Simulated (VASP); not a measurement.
Crystal: CdGeAs2.

```
CELL_PARAMETERS angstrom
4.14643 0.00000 0.00000
0.00000 4.14643 0.00000
0.00000 0.00000 6.15134
ATOMIC_POSITIONS crystal
Cd 0.00000 0.00000 0.00000
As 0.00000 0.50000 0.26564
As 0.50000 0.00000 0.73436
Ge 0.50000 0.50000 0.50000
```

| Property | Result |
| --- | --- |
| Program | VASP 6.6.1 |
| Task | relaxation of cell and atoms |
| Functional | PBEsol |
| Potentials or basis | VASP PAW PBE potentials, release 64 (Cd, As, Ge_d) |
| Cutoff | 500 eV |
| k mesh | 6 × 6 × 4 |
| Occupations | fermi-dirac, width 0.02 eV |
| Spin | no spin polarisation |

At the start: pressure -2.5 GPa; volume 26.44 Å³/atom.

Q: How do energy, volume and symmetry change on relaxing?

A: Over 7 steps the energy falls by 9.8 meV/atom and the volume is 25.24 Å³/atom (-4.5 %); space group P-4m2 (No. 115, to 0.1 Å) before and after.

Step by step:
| step | energy change (eV) | largest force (eV/Å) | pressure (GPa) | volume (Å³) |
| --- | --- | --- | --- | --- |
| 1 | 0.0000 | 0.0376 | -2.50 | 105.76 |
| 2 | -0.0356 | 0.0346 | 0.86 | 99.58 |
| 3 | -0.0392 | 0.0360 | 0.01 | 100.95 |
| 4 | -0.0392 | 0.0361 | -0.05 | 101.05 |
| 5 | -0.0393 | 0.0177 | -0.05 | 101.04 |
| 6 | -0.0393 | 0.0001 | -0.04 | 101.04 |
| 7 | -0.0393 | 0.0014 | 0.01 | 100.95 |

Final structure:
```xyz
4
Lattice="4.0845 0.0000 0.0000 0.0000 4.0845 0.0000 0.0000 0.0000 6.0508" Properties=species:S:1:pos:R:3 pbc="T T T"
Cd    0.0000    0.0000    6.0508
As    0.0000    2.0423    1.6028
As    2.0423    0.0000    4.4480
Ge    2.0423    2.0423    3.0254
```

Caveat: the PAW data sets were made with another functional, which shifts forces and pressure a little.
